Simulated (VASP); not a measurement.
# Si3N4 (P6_3/m) in VASP: further runs, part 2 of 2

VASP 6.6.1.

### 4 Single point, PBE (uniaxial z strain +3.0%)

Contents of INCAR:

```
PREC     = Accurate       # precision mode
ENCUT    = 520            # plane-wave cutoff, eV
EDIFF    = 1E-6           # SCF threshold, eV
ISMEAR   = -1             # smearing method
SIGMA    = 0.02           # smearing width, eV
LREAL    = False          # projectors in reciprocal space
LASPH    = True           # aspherical terms in the spheres
NELM     = 80             # most SCF steps
ALGO     = Normal         # electronic algorithm
ISIF     = 2              # what is computed and relaxed
LWAVE    = False          # write WAVECAR
LCHARG   = False          # write CHGCAR
GGA      = PE             # functional
NBANDS   = 45             # bands
```

Contents of KPOINTS:

```
regular mesh
0
Gamma
  6 6 8
```

Contents of POSCAR:

```
Si3N4
1.0
    7.6056640558      0.0000000000      0.0000000000
   -3.8028320279      6.5866982850      0.0000000000
    0.0000000000      0.0000000000      2.9928158604
Si N
6 8
Direct
    0.2287366496      0.8239589886      0.7500000000
    0.4047776611      0.2287366496      0.2500000000
    0.8239589886      0.5952223389      0.2500000000
    0.1760410114      0.4047776611      0.7500000000
    0.5952223389      0.7712633504      0.7500000000
    0.7712633504      0.1760410114      0.2500000000
    0.3333333333      0.6666666667      0.7500000000
    0.6666666667      0.3333333333      0.2500000000
    0.9655817744      0.6694574596      0.7500000000
    0.2961243148      0.9655817744      0.2500000000
    0.6694574596      0.7038756852      0.2500000000
    0.3305425404      0.2961243148      0.7500000000
    0.0344182256      0.3305425404      0.2500000000
    0.7038756852      0.0344182256      0.7500000000
```

Potentials or basis: VASP PAW PBE potentials, release 64 (Si, N).

Launch:

```
cat potpaw_PBE.64/Si/POTCAR potpaw_PBE.64/N/POTCAR > POTCAR
mpirun -np 1 vasp_std > vasp.out
```

OUTCAR:

```text
PREC = Accurate
   ENCUT = 520
   EDIFF = 1E-6
   ISMEAR = -1
   LREAL = False
   LASPH = True
   NELM = 80
   ISIF = 2
   GGA = PE

 ion  position               nearest neighbor table
   1  0.229  0.824  0.750-   7 1.74   9 1.74  10 1.76  10 1.76   5 3.01   4 3.01   2 3.06   2 3.06
                             3 3.06   3 3.06
   2  0.405  0.229  0.250-   8 1.74  10 1.74  12 1.76  12 1.76   6 3.01   3 3.01   1 3.06   1 3.06
                             4 3.06   4 3.06
   3  0.824  0.595  0.250-   8 1.74  11 1.74   9 1.76   9 1.76   2 3.01   6 3.01   1 3.06   1 3.06
                             5 3.06   5 3.06
   4  0.176  0.405  0.750-   7 1.74  12 1.74  13 1.76  13 1.76   5 3.01   1 3.01   6 3.06   6 3.06
                             2 3.06   2 3.06
   5  0.595  0.771  0.750-   7 1.74  14 1.74  11 1.76  11 1.76   1 3.01   4 3.01   6 3.06   6 3.06
                             3 3.06   3 3.06
   6  0.771  0.176  0.250-   8 1.74  13 1.74  14 1.76  14 1.76   2 3.01   3 3.01   5 3.06   5 3.06
                             4 3.06   4 3.06
   7  0.333  0.667  0.750-   5 1.74   1 1.74   4 1.74
   8  0.667  0.333  0.250-   2 1.74   6 1.74   3 1.74
   9  0.966  0.669  0.750-   1 1.74   3 1.76   3 1.76
  10  0.296  0.966  0.250-   2 1.74   1 1.76   1 1.76
  11  0.669  0.704  0.250-   3 1.74   5 1.76   5 1.76
  12  0.331  0.296  0.750-   4 1.74   2 1.76   2 1.76
  13  0.034  0.331  0.250-   6 1.74   4 1.76   4 1.76
  14  0.704  0.034  0.750-   5 1.74   6 1.76   6 1.76

  LATTYP: Found a hexagonal cell.
 ALAT       =     7.6056640558
 C/A-ratio  =     0.3934982979

  Lattice vectors:

 A1 = (   7.6056640558,   0.0000000000,   0.0000000000)
 A2 = (  -3.8028320279,   6.5866982850,   0.0000000000)
 A3 = (   0.0000000000,   0.0000000000,   2.9928158604)

Analysis of symmetry for initial positions (statically):
=====================================================================
 Subroutine PRICEL returns:
 Original cell was already a primitive cell.

 Routine SETGRP: Setting up the symmetry group for a
 hexagonal supercell.

 Subroutine GETGRP returns: Found 12 space group operations
 (whereof  6 operations were pure point group operations)
 out of a pool of 24 trial point group operations.

The static configuration has the point symmetry S_6 .
 The point group associated with its full space group is C_6h.

Analysis of symmetry for dynamics (positions and initial velocities):
=====================================================================
 Subroutine PRICEL returns:
 Original cell was already a primitive cell.

 Routine SETGRP: Setting up the symmetry group for a
 hexagonal supercell.

 Subroutine GETGRP returns: Found 12 space group operations
 (whereof  6 operations were pure point group operations)
 out of a pool of 24 trial point group operations.

The dynamic configuration has the point symmetry S_6 .
 The point group associated with its full space group is C_6h.

 Subroutine INISYM returns: Found 12 space group operations
 (whereof  6 operations are pure point group operations),
 and found     1 'primitive' translations

----------------------------------------------------------------------------------------

[... 98 lines left out ...]
   k-points           NKPTS =     40   k-points in BZ     NKDIM =     40   number of bands    NBANDS=     45
   number of dos      NEDOS =    301   number of ions     NIONS =     14
   total plane-waves  NPLWV =  86400
   dimension x,y,z NGX =    60 NGY =   60 NGZ =   24
   dimension x,y,z NGXF=   120 NGYF=  120 NGZF=   48
   ions per type =               6   8
   NGX,Y,Z   is equivalent  to a cutoff of  13.11, 13.11, 13.33 a.u.
   NGXF,Y,Z  is equivalent  to a cutoff of  26.23, 26.23, 26.66 a.u.
 SYSTEM =  unknown system
   PREC   = accura    normal or accurate (medium, high low for compatibility)
   ISTART =      0    job   : 0-new  1-cont  2-samecut
   ICHARG =      2    charge: 1-file 2-atom 10-const
   ISPIN  =      1    spin polarized calculation?
   LNONCOLLINEAR =      F non collinear calculations
   LSORBIT =      F    spin-orbit coupling
   LASPH  =      T    aspherical Exc in radial PAW
   ENCUT  =  520.0 eV  38.22 Ry    6.18 a.u.  14.14 14.14  5.56*2*pi/ulx,y,z
   NELM   =     80;   NELMIN=  2; NELMDL= -5     # of ELM steps
   EDIFF  = 0.1E-05   stopping-criterion for ELM
   LREAL  =      F    real-space projection
   EDIFFG = 0.1E-04   stopping-criterion for IOM
   NSW    =      0    number of steps for IOM
   IBRION =     -1    ionic relax: 0-MD 1-quasi-New 2-CG
   NFREE  =      0    steps in history (QN), initial steepest desc. (CG)
   ISIF   =      2    stress and relaxation
   ISYM   =      2    0-nonsym 1-usesym 2-fastsym
   POTIM  = 0.5000    time-step for ionic-motion
   TEBEG  =    0.0;   TEEND  =   0.0 temperature during run
   PSTRESS=    0.0 pullay stress
   NELECT =      64.0000    total number of electrons
   NUPDOWN=      -1.0000    fix difference up-down
   EMIN   =  10.00;   EMAX   =-10.00  energy-range for DOS
   EFERMI =   0.00;   METHOD = LEGACY
   ISMEAR =    -1;   SIGMA  =   0.02  broadening in eV -4-tet -1-fermi 0-gaus
   EFERMI_NEDOS =   21; number of points for ismear=-14 and -15
   IALGO  =     38    algorithm
   IMIX   =      4    mixing-type and parameters
     AMIX     =   0.40;   BMIX     =  1.00
     AMIX_MAG =   1.60;   BMIX_MAG =  1.00
  volume/ion in A,a.u.               =      10.71        72.27
  Fermi-wavevector in a.u.,A,eV,Ry     =   1.232650  2.329371 20.673053  1.519427
  Thomas-Fermi vector in A             =   2.367412
   LORBIT       =      0    0 simple, 1 ext, 2 COOP (PROOUT), +10 PAW based schemes
   GGA     = PE    functional components
[... 5 lines left out ...]
 non-spin polarized calculation
  energy-cutoff  :      520.00
  volume of cell :      149.93
 maximum number of plane-waves:      4068
 NGX is ok and might be reduce to    60
   NGX = 29   NGY = 29   NGZ = 11

 number of electron      64.0000007 magnetization

 Free energy of the ion-electron system (eV)
  ---------------------------------------------------
  ext. energy  EPLUGINS =         0.00000000
  ---------------------------------------------------
  free energy    TOTEN  =      -114.42263210 eV

  energy without entropy =     -114.42263210  energy(sigma->0) =     -114.42263210

 E-fermi :   6.9418     XC(G=0): -10.6839

 val. band max:        6.4776689527   @ k =   0.0000   0.0000   0.1250
 cond. band min:      10.2412340145   @ k =   0.0000   0.0000   0.0000
 fundamental gap:      3.7635650619
 Fermi energy:         6.9417704282

 k-point     1 :       0.0000    0.0000    0.0000
  band No.  band energies     occupation
      1     -11.5239      2.00000
      2     -10.0764      2.00000
      3     -10.0764      2.00000
      4      -9.4933      2.00000
      5      -9.2784      2.00000
      6      -9.2784      2.00000
[... 1117 lines left out ...]
     43      14.2621      0.00000
     44      14.2621      0.00000

 [... further k-points ...]

 [bands above 44 left out]

------------------------ aborting loop because EDIFF is reached ----------------------------------------

  FORCE on cell =-STRESS in cart. coord.  units (eV):
  Direction    XX          YY          ZZ          XY          YZ          ZX
  --------------------------------------------------------------------------------------
  -------------------------------------------------------------------------------------
  Total        1.7958422      1.7958422     -9.2235043     -0.0000001     -0.0000000      0.0000000
  in kB       19.1908340     19.1908340    -98.5647519     -0.0000006     -0.0000000      0.0000000
  external PRESSURE =     -20.0610280 kB  Pullay stress =       0.0000000 kB

 VOLUME and BASIS-vectors are now :
 -----------------------------------------------------------------------------
  energy-cutoff  :      520.00
  volume of cell :      149.93
      direct lattice vectors                 reciprocal lattice vectors
     7.605664056  0.000000000  0.000000000     0.131480958  0.075910567  0.000000000
    -3.802832028  6.586698285  0.000000000     0.000000000  0.151821134  0.000000000
     0.000000000  0.000000000  2.992815860     0.000000000  0.000000000  0.334133487

 POSITION                                       TOTAL-FORCE (eV/Angst)
 -----------------------------------------------------------------------------------
     -1.39368      5.42717      2.24461         0.023689      0.058554     -0.000000
      2.20876      1.50662      0.74820        -0.038865      0.049792     -0.000000
      4.00322      3.92055      0.74820         0.062554      0.008762     -0.000000
     -0.20039      2.66615      2.24461        -0.062554     -0.008762     -0.000000
      1.59408      5.08008      2.24461         0.038865     -0.049792     -0.000000
      5.19652      1.15953      0.74820        -0.023689     -0.058554     -0.000000
     -0.00000      4.39113      2.24461         0.000000     -0.000000     -0.000000
      3.80283      2.19557      0.74820         0.000000     -0.000000      0.000000
      4.79806      4.40951      2.24461        -0.000046      0.013742      0.000000
     -1.41972      6.36000      0.74820        -0.011923      0.006831      0.000000
      2.41495      4.63622      0.74820         0.011878      0.006910     -0.000000
      1.38788      1.95048      2.24461        -0.011878     -0.006910     -0.000000
     -0.99522      2.17718      0.74820         0.000046     -0.013742      0.000000
      5.22256      0.22670      2.24461         0.011923     -0.006831      0.000000
 -----------------------------------------------------------------------------------
    total drift:                                0.000000     -0.000000      0.000000

  FREE ENERGIE OF THE ION-ELECTRON SYSTEM (eV)
  ---------------------------------------------------
  free  energy   TOTEN  =      -114.4226320961 eV

  energy  without entropy=     -114.4226320961  energy(sigma->0) =     -114.42263210
```

Wall time 4.2 min (1 thread of Intel Xeon Platinum 8488C (Sapphire Rapids), shared host); peak memory 0.37 GiB.

What came out:

```
Free energy            : -114.4226 eV
Pressure               : -2.0 GPa
Largest force          : 0.063 eV/Å
Band gap on the k mesh : 3.76 eV (least direct gap 4.12 eV)
```

Forces in eV/Å, atoms in the order of the input:
```
Si   0.024  0.059  0.000
Si  -0.039  0.050  0.000
Si   0.063  0.009  0.000
Si  -0.063 -0.009  0.000
Si   0.039 -0.050  0.000
Si  -0.024 -0.059  0.000
N    0.000  0.000  0.000
N    0.000  0.000  0.000
N    0.000  0.014  0.000
N   -0.012  0.007  0.000
N    0.012  0.007  0.000
N   -0.012 -0.007  0.000
N    0.000 -0.014  0.000
N    0.012 -0.007  0.000
```

Levels at points of the mesh, in eV from the valence-band top:
| k point | band 29 | band 30 | band 31 | band 32 | band 33 | band 34 | band 35 | band 36 |
| --- | --- | --- | --- | --- | --- | --- | --- | --- |
| (0.00, 0.00, 0.00) | -1.20 | -0.61 | -0.36 | -0.35 | 3.76 | 4.36 | 4.38 | 4.38 |
| (0.50, 0.00, 0.00) | -1.27 | -0.71 | -0.48 | -0.41 | 4.18 | 4.19 | 4.31 | 4.82 |
| (0.00, 0.00, 0.50) | -1.59 | -1.59 | -1.22 | -1.22 | 4.79 | 4.79 | 4.79 | 4.79 |
| (0.50, 0.00, 0.50) | -1.46 | -1.46 | -0.96 | -0.96 | 4.88 | 4.88 | 5.79 | 5.79 |

Caveat: the cell differs from its parent crystal (uniaxial z strain +3.0%).

### 5 Summary

```csv
cell,gap on the mesh (eV),pressure (GPa),largest force (eV/Å)
"a = 7.606, b = 7.606, c = 2.935 Å, angles 90.0, 90.0, 120.0°, 14 atoms, atomic positions A",4.14,2.8,0.05
"a = 7.606, b = 7.606, c = 2.964 Å, angles 90.0, 90.0, 120.0°, 14 atoms, atomic positions A",3.95,0.3,0.06
"a = 7.606, b = 7.606, c = 2.993 Å, angles 90.0, 90.0, 120.0°, 14 atoms, atomic positions B",3.76,-2.0,0.06
```

Alike in all rows: task single point; level PBE; potentials or basis VASP PAW PBE potentials, release 64 (Si, N); no spin polarisation; k mesh 6 × 6 × 8; cutoff (eV) 520; smearing fermi-dirac 0.02 eV.

Absolute energies hang on the potentials; compare differences alone.
